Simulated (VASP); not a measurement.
Here is a VASP 6.6.1 calculation.

Contents of INCAR:

```
SYSTEM = Si
  PREC = Accurate
  ENCUT = 520
  EDIFF = 1E-6
  ISMEAR = -1
  SIGMA = 0.05
  LREAL = .False.
  LASPH = .True.
  NELM = 60
  ALGO = Normal
  ISIF = 2
  LWAVE = .False.
  LCHARG = .True.
  GGA = PE
  LELF = .True.
  LVHAR = .True.
  NBANDS = 11
```

KPOINTS

```
regular mesh
0
Gamma
  8 8 8
  0 0 0
```

Contents of POSCAR:

```
Si
1.0
    0.0000000000      2.7752343705      2.7752343705
    2.7752343705      0.0000000000      2.7752343705
    2.7752343705      2.7752343705      0.0000000000
Si
2
Direct
    0.5000000000      0.5000000000      0.5000000000
    0.7500000000      0.7500000000      0.7500000000
```

Potentials or basis: VASP PAW PBE potentials, release 64 (Si).

Command:

```console
$ cat potpaw_PBE.64/Si/POTCAR > POTCAR
$ mpirun -np 1 vasp_std > vasp.out
```

(1) Predict the pressure.

(2) What does it give for the band gap on the k mesh?

## Answers

(1) -3.6 GPa.

(2) 0.72 eV, indirect (least direct gap 2.45 eV).
